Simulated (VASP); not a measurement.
# Y2Si3O (P-6m2) in VASP: a series of runs

The runs below take Y2Si3O through single point, with PBE.

All numbers are computed with VASP 6.6.1; they aren't measurements. Logs are shortened: lines on timing, memory, paths and dates and some standing lists are left out, and cuts for length are marked.

## Step 1: The cell of the first run

Symmetry: P-6m2, No. 187, hexagonal system. Conventional cell: a = 3.980 Å, b = 3.980 Å, c = 7.793 Å, α = 90.00°, β = 90.00°, γ = 120.00°. Y (site symmetry 3m) has 3 O at 2.99 Å and 9 Si at 2.99 to 3.04 Å and 1 Y at 3.82 Å within 3.9 Å. Within 3.0 Å of Si (site symmetry -6m2) lie 3 Si at 2.30 Å. Within 3.0 Å of Si (site symmetry -6m2) lie 3 O at 2.30 Å and 6 Y at 2.99 Å. Si (site symmetry -6m2) has 3 Si at 2.30 Å within 3.0 Å. Within 3.0 Å of O (site symmetry -6m2) lie 3 Si at 2.30 Å and 6 Y at 2.99 Å.

## Step 2: Single point, PBE

Input file INCAR:

```
SYSTEM = Y2Si3O
PREC = Accurate ; ENCUT = 520
EDIFF = 1E-6 ; ISMEAR = 0
SIGMA = 0.1 ; LREAL = .FALSE.
LASPH = .TRUE. ; NELM = 60
ALGO = Normal ; ISIF = 2
LWAVE = .FALSE. ; LCHARG = .FALSE.
GGA = PE ; NBANDS = 29
```

Input file KPOINTS:

```
Automatic mesh
0
G
  6 6 2
  0 0 0
```

Input file POSCAR:

```
Y2Si3O
1.0
    3.9797326044     -0.0000000028      0.0000000000
   -1.9898662998      3.4465495371      0.0000000000
    0.0000000000      0.0000000000      7.7926151668
Y Si O
2 3 1
Direct
    0.3333333333      0.6666666667      0.2451195178
    0.3333333333      0.6666666667      0.7548804822
    0.6666666667      0.3333333333      0.5000000000
    0.0000000000      0.0000000000      0.0000000000
    0.0000000000      0.0000000000      0.5000000000
    0.6666666667      0.3333333333      0.0000000000
```

Potentials or basis: VASP PAW PBE potentials, release 64 (Y_sv, Si, O).

On the command line:

```bash
> cat potpaw_PBE.64/Y_sv/POTCAR potpaw_PBE.64/Si/POTCAR potpaw_PBE.64/O/POTCAR > POTCAR
> mpirun -np 1 vasp_std > vasp.out
```

OUTCAR:

```text
SYSTEM = Y2Si3O
   PREC = Accurate
   ENCUT = 520
   EDIFF = 1E-6
   ISMEAR = 0
   LREAL = .FALSE.
   LASPH = .TRUE.
   NELM = 60
   ISIF = 2
   GGA = PE

 ion  position               nearest neighbor table
   1  0.333  0.667  0.245-   6 2.99   4 2.99   6 2.99   4 2.99   4 2.99   6 2.99   3 3.04   5 3.04
                             3 3.04   5 3.04   5 3.04   3 3.04   2 3.82   2 3.97
   2  0.333  0.667  0.755-   6 2.99   4 2.99   6 2.99   4 2.99   4 2.99   6 2.99   3 3.04   5 3.04
                             3 3.04   5 3.04   5 3.04   3 3.04   1 3.82   1 3.97
   3  0.667  0.333  0.500-   5 2.30   5 2.30   5 2.30   2 3.04   1 3.04   2 3.04   1 3.04   1 3.04
                             2 3.04
   4  0.000  0.000  0.000-   6 2.30   6 2.30   6 2.30   1 2.99   2 2.99   1 2.99   2 2.99   1 2.99
                             2 2.99
   5  0.000  0.000  0.500-   3 2.30   3 2.30   3 2.30   1 3.04   2 3.04   1 3.04   2 3.04   1 3.04
                             2 3.04
   6  0.667  0.333  0.000-   4 2.30   4 2.30   4 2.30   2 2.99   1 2.99   2 2.99   1 2.99   1 2.99
                             2 2.99

  LATTYP: Found a hexagonal cell.
 ALAT       =     3.9797326044
 C/A-ratio  =     1.9580750622

  Lattice vectors:

 A1 = (   3.9797326044,  -0.0000000028,   0.0000000000)
 A2 = (  -1.9898662998,   3.4465495371,   0.0000000000)
 A3 = (   0.0000000000,   0.0000000000,   7.7926151668)

Analysis of symmetry for initial positions (statically):
=====================================================================
 Subroutine PRICEL returns:
 Original cell was already a primitive cell.

 Routine SETGRP: Setting up the symmetry group for a
 hexagonal supercell.

 Subroutine GETGRP returns: Found 12 space group operations
 (whereof 12 operations were pure point group operations)
 out of a pool of 24 trial point group operations.

The static configuration has the point symmetry D_3h.

Analysis of symmetry for dynamics (positions and initial velocities):
=====================================================================
 Subroutine PRICEL returns:
 Original cell was already a primitive cell.

 Routine SETGRP: Setting up the symmetry group for a
 hexagonal supercell.

 Subroutine GETGRP returns: Found 12 space group operations
 (whereof 12 operations were pure point group operations)
 out of a pool of 24 trial point group operations.

The dynamic configuration has the point symmetry D_3h.

 Subroutine INISYM returns: Found 12 space group operations
 (whereof 12 operations are pure point group operations),
 and found     1 'primitive' translations

----------------------------------------------------------------------------------------

                                     Primitive cell

  volume of cell :     106.8862

  direct lattice vectors                    reciprocal lattice vectors
     3.979732604 -0.000000003  0.000000000     0.251273163  0.145072628  0.000000000
    -1.989866300  3.446549537  0.000000000     0.000000000  0.290145257  0.000000000
     0.000000000  0.000000000  7.792615167     0.000000000  0.000000000  0.128326624

  length of vectors
     3.979732604  3.979732604  7.792615167     0.290145257  0.290145257  0.128326624

  position of ions in fractional coordinates (direct lattice)
     0.333333333  0.666666667  0.245119518
     0.333333333  0.666666667  0.754880482
     0.666666667  0.333333333  0.500000000
     0.000000000  0.000000000  0.000000000
     0.000000000  0.000000000  0.500000000
     0.666666667  0.333333333  0.000000000

  ion indices of the primitive-cell ions
   primitive index   ion index
                 1           1
                 2           2
                 3           3
                 4           4
                 5           5
                 6           6

----------------------------------------------------------------------------------------

 KPOINTS: Automatic mesh

Automatic generation of k-mesh.
 Grid dimensions read from file:
 generate k-points for:    6    6    2

 Generating k-lattice:

  Cartesian coordinates                     Fractional coordinates (reciprocal lattice)
     0.041878861  0.024178771  0.000000000     0.166666667  0.000000000  0.000000000
     0.000000000  0.048357543  0.000000000     0.000000000  0.166666667  0.000000000
     0.000000000  0.000000000  0.064163312     0.000000000  0.000000000  0.500000000

  Length of vectors
     0.048357543  0.048357543  0.064163312

  Shift w.r.t. Gamma in fractional coordinates (k-lattice)
     0.000000000  0.000000000  0.000000000

 Subroutine IBZKPT returns following result:
 ===========================================

 Found     14 irreducible k-points:

 Following reciprocal coordinates:
            Coordinates               Weight
  0.000000  0.000000  0.000000      1.000000
  0.166667  0.000000  0.000000      6.000000
  0.333333 -0.000000  0.000000      6.000000
  0.500000  0.000000  0.000000      3.000000
  0.166667  0.166667  0.000000      6.000000
  0.333333  0.166667  0.000000     12.000000
  0.333333  0.333333  0.000000      2.000000
  0.000000  0.000000  0.500000      1.000000
  0.166667  0.000000  0.500000      6.000000
  0.333333 -0.000000  0.500000      6.000000
  0.500000  0.000000  0.500000      3.000000
  0.166667  0.166667  0.500000      6.000000
  0.333333  0.166667  0.500000     12.000000
  0.333333  0.333333  0.500000      2.000000
   k-points           NKPTS =     14   k-points in BZ     NKDIM =     14   number of bands    NBANDS=     29
   number of dos      NEDOS =    301   number of ions     NIONS =      6
   total plane-waves  NPLWV =  54000
   dimension x,y,z NGX =    30 NGY =   30 NGZ =   60
   dimension x,y,z NGXF=    60 NGYF=   60 NGZF=  120
   ions per type =               2   3   1
   NGX,Y,Z   is equivalent  to a cutoff of  12.53, 12.53, 12.80 a.u.
   NGXF,Y,Z  is equivalent  to a cutoff of  25.06, 25.06, 25.60 a.u.
 SYSTEM =  Y2Si3O
   PREC   = accura    normal or accurate (medium, high low for compatibility)
   ISTART =      0    job   : 0-new  1-cont  2-samecut
   ICHARG =      2    charge: 1-file 2-atom 10-const
   ISPIN  =      1    spin polarized calculation?
   LNONCOLLINEAR =      F non collinear calculations
   LSORBIT =      F    spin-orbit coupling
   LASPH  =      T    aspherical Exc in radial PAW
   ENCUT  =  520.0 eV  38.22 Ry    6.18 a.u.   7.40  7.40 14.49*2*pi/ulx,y,z
   NELM   =     60;   NELMIN=  2; NELMDL= -5     # of ELM steps
   EDIFF  = 0.1E-05   stopping-criterion for ELM
   LREAL  =      F    real-space projection
   EDIFFG = 0.1E-04   stopping-criterion for IOM
   NSW    =      0    number of steps for IOM
   IBRION =     -1    ionic relax: 0-MD 1-quasi-New 2-CG
   NFREE  =      0    steps in history (QN), initial steepest desc. (CG)
   ISIF   =      2    stress and relaxation
   ISYM   =      2    0-nonsym 1-usesym 2-fastsym
   POTIM  = 0.5000    time-step for ionic-motion
   TEBEG  =    0.0;   TEEND  =   0.0 temperature during run
   PSTRESS=    0.0 pullay stress
   NELECT =      40.0000    total number of electrons
   NUPDOWN=      -1.0000    fix difference up-down
   EMIN   =  10.00;   EMAX   =-10.00  energy-range for DOS
   EFERMI =   0.00;   METHOD = LEGACY
   ISMEAR =     0;   SIGMA  =   0.10  broadening in eV -4-tet -1-fermi 0-gaus
   EFERMI_NEDOS =   21; number of points for ismear=-14 and -15
   IALGO  =     38    algorithm
   IMIX   =      4    mixing-type and parameters
     AMIX     =   0.40;   BMIX     =  1.00
     AMIX_MAG =   1.60;   BMIX_MAG =  1.00
  volume/ion in A,a.u.               =      17.81       120.22
  Fermi-wavevector in a.u.,A,eV,Ry     =   1.179744  2.229392 18.936519  1.391795
  Thomas-Fermi vector in A             =   2.316049
   LORBIT       =      0    0 simple, 1 ext, 2 COOP (PROOUT), +10 PAW based schemes
   GGA     = PE    functional components
   LHFCALC =     F    Hartree Fock is set to
   AEXX    =    0.0000 exact exchange contribution
   IVDW    =     0    specifies the selected vdW correction
   LEPSILON=     F    determine dielectric tensor
   LRPA    =     F    only Hartree local field effects (RPA)
 non-spin polarized calculation
 Gauss-broadening in eV      SIGMA  =   0.10
  energy-cutoff  :      520.00
  volume of cell :      106.89
 maximum number of plane-waves:      2927
 NGX is ok and might be reduce to    30
   NGX = 15   NGY = 15   NGZ = 29

 number of electron      40.0000001 magnetization

 Free energy of the ion-electron system (eV)
  ---------------------------------------------------
  ext. energy  EPLUGINS =         0.00000000
  ---------------------------------------------------
  free energy    TOTEN  =       -37.94824632 eV

  energy without entropy =      -37.92907763  energy(sigma->0) =      -37.93866198

 E-fermi :   6.5644     XC(G=0): -10.5884

 val. band max:        6.5428292954   @ k =   0.1667   0.0000   0.0000
 cond. band min:       6.6539947533   @ k =   0.5000   0.0000   0.0000
 fundamental gap:      0.1111654579
 Fermi energy:         6.5643542805

 k-point     1 :       0.0000    0.0000    0.0000
  band No.  band energies     occupation
      1     -36.1596      2.00000
      2     -36.1502      2.00000
      3     -16.4048      2.00000
      4     -16.1643      2.00000
      5     -16.1134      2.00000
      6     -16.1134      2.00000
[... 21 lines left out ...]
     28       9.3991      0.00000
     29      10.0051      0.00000

 k-point     2 :       0.1667    0.0000    0.0000
  band No.  band energies     occupation
      1     -36.1565      2.00000
      2     -36.1472      2.00000
      3     -16.3823      2.00000
      4     -16.1707      2.00000
      5     -16.1570      2.00000
      6     -16.1407      2.00000
[... 21 lines left out ...]
     28       9.6572      0.00000
     29       9.8590      0.00000

 k-point     3 :       0.3333   -0.0000    0.0000
  band No.  band energies     occupation
      1     -36.1501      2.00000
      2     -36.1412      2.00000
      3     -16.3376      2.00000
      4     -16.2804      2.00000
      5     -16.2320      2.00000
      6     -16.1479      2.00000
[... 318 lines left out ...]
      5     -16.2354      2.00000
      6     -16.2130      2.00000
[... 21 lines left out ...]
     28      10.4729      0.00000
     29      10.6131      0.00000

 k-point    14 :       0.3333    0.3333    0.5000
  band No.  band energies     occupation
      1     -36.1420      2.00000
      2     -36.1401      2.00000
      3     -16.2530      2.00000
      4     -16.2428      2.00000
      5     -16.2402      2.00000
      6     -16.2350      2.00000
[... 21 lines left out ...]
     28      10.4383      0.00000
     29      10.4409      0.00000

------------------------ aborting loop because EDIFF is reached ----------------------------------------

  FORCE on cell =-STRESS in cart. coord.  units (eV):
  Direction    XX          YY          ZZ          XY          YZ          ZX
  --------------------------------------------------------------------------------------
  -------------------------------------------------------------------------------------
  Total       -0.0923282     -0.0923282     -0.3188550      0.0000000      0.0000000     -0.0000000
  in kB       -1.3839594     -1.3839594     -4.7794962      0.0000000      0.0000000     -0.0000000
  external PRESSURE =      -2.5158050 kB  Pullay stress =       0.0000000 kB

 VOLUME and BASIS-vectors are now :
 -----------------------------------------------------------------------------
  energy-cutoff  :      520.00
  volume of cell :      106.89
      direct lattice vectors                 reciprocal lattice vectors
     3.979732604 -0.000000003  0.000000000     0.251273163  0.145072628  0.000000000
    -1.989866300  3.446549537  0.000000000     0.000000000  0.290145257  0.000000000
     0.000000000  0.000000000  7.792615167     0.000000000  0.000000000  0.128326624

 POSITION                                       TOTAL-FORCE (eV/Angst)
 -----------------------------------------------------------------------------------
      0.00000      2.29770      1.91012         0.000000      0.000000     -0.016546
      0.00000      2.29770      5.88249        -0.000000     -0.000000      0.016546
      1.98987      1.14885      3.89631         0.000000     -0.000000      0.000000
      0.00000      0.00000      0.00000         0.000000      0.000000      0.000000
      0.00000      0.00000      3.89631        -0.000000     -0.000000      0.000000
      1.98987      1.14885      0.00000        -0.000000     -0.000000      0.000000
 -----------------------------------------------------------------------------------
    total drift:                                0.000000     -0.000000     -0.000000

  FREE ENERGIE OF THE ION-ELECTRON SYSTEM (eV)
  ---------------------------------------------------
  free  energy   TOTEN  =       -37.9482463249 eV

  energy  without entropy=      -37.9290776259  energy(sigma->0) =      -37.93866198
```

Wall time 29 s (1 thread of AMD EPYC 9R45 (Zen 5), shared host); peak memory 0.21 GiB.

What came out:

* Free energy: -37.9482 eV
* Pressure: -0.3 GPa
* Largest force: 0.017 eV/Å
* Band gap on the k mesh: zero (band 20 reaches 6.77 eV, above the bottom of band 21 at 6.32 eV)

Forces in eV/Å, atoms in the order of the input:
```
Y    0.000  0.000 -0.017
Y    0.000  0.000  0.017
Si   0.000  0.000  0.000
Si   0.000  0.000  0.000
Si   0.000  0.000  0.000
O    0.000  0.000  0.000
```

Stress tensor (GPa, compression positive):
```
-0.14  0.00  0.00
 0.00 -0.14  0.00
 0.00  0.00 -0.48
```

Levels at points of the mesh, in eV from the Fermi level:
```tsv
k point	band 16	band 17	band 18	band 19	band 20	band 21	band 22	band 23	band 24	band 25
(0.00, 0.00, 0.00)	-3.06	-3.06	-1.17	-0.87	-0.87	-0.24	0.38	0.87	0.87	1.11
(0.50, 0.00, 0.00)	-3.43	-3.20	-2.80	-1.59	0.09	0.29	1.84	1.87	2.21	3.72
(0.00, 0.00, 0.50)	-3.10	-3.10	-1.15	-0.40	-0.40	-0.16	-0.16	-0.16	1.07	1.81
(0.50, 0.00, 0.50)	-3.28	-3.01	-2.31	-2.25	-1.03	0.63	1.37	2.83	3.04	3.06
```

Caveat: the k points lie up to 0.40 Å⁻¹ apart.

[end of part 1 of 2]
